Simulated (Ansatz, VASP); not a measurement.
# SnSe in VASP and in Ansatz

INCAR

```
ALGO = Normal
EDIFF = 1E-6
ENCUT = 520
GGA = PE
ISIF = 2
ISMEAR = 0
LASPH = True
LCHARG = False
LREAL = False
LWAVE = False
NBANDS = 17
NELM = 100
PREC = Accurate
SIGMA = 0.05
```

File KPOINTS:

```
k-points
0
Gamma
  10 10 10
```

POSCAR

```
SnSe
1.0
    0.0000000000      3.0275182000      3.0275182000
    2.9713817000      0.0252238000      3.0022944000
    3.0315817000      3.0624944000     -0.0349762000
Sn Se
1 1
Direct
   -0.0140951518      0.0000000000      0.0000000000
    0.5140951518      0.5000000000      0.5000000000
```

Input for Ansatz:

```yaml
crystal:
  lattice:
    - [0.0, 3.0275182, 3.0275182]
    - [2.9713817, 0.0252238, 3.0022944]
    - [3.0315817, 3.0624944, -0.0349762]
  atoms:
    - { symbol: Sn, position: [-0.0140951518, 0.0, 0.0] }
    - { symbol: Se, position: [0.5140951518, 0.5, 0.5] }
basis:
  ecutwfc: 420
kpoints:
  mp_grid: { grid: [10, 10, 10] }
hamiltonian:
  xc: pbe
scf:
  occupations: { method: gaussian, width: 0.05 }
output:
  forces: true
  stress: true
  eigenvalues: true
```

Alike in both runs: task single point; functional PBE; k mesh 10 × 10 × 10; occupations gaussian, width 0.05 eV; no spin polarisation.

|  | VASP | Ansatz |
| --- | --- | --- |
| version | VASP 6.6.1 | Ansatz 0.2.0 |
| potentials or method | VASP PAW PBE potentials, release 64 (Sn_d, Se), cutoff 520 eV | scalar-relativistic, plane waves, PAW |
| valence electrons in the cell | 20 | 30 |

```csv
,VASP,Ansatz,Ansatz less VASP
gap on the k mesh at the Fermi level (eV),0.27,0.27,0.000
least direct gap on the mesh (eV),0.50,0.50,-0.002
pressure (GPa),0.6,0.6,+0.01
"traceless stress, the component that is largest in VASP (GPa)",0.68,0.68,0.000
rms of the force components (eV/Å),0.006,0.004,-0.0023
```

Atom by atom the forces differ by 0.002 eV/Å (rms over components). With one functional, cell and mesh, what is left measures potentials, basis and numerics. VASP's potentials hold 20 valence electrons a cell and Ansatz's 30, so a difference there can come from the potentials and not from the codes.
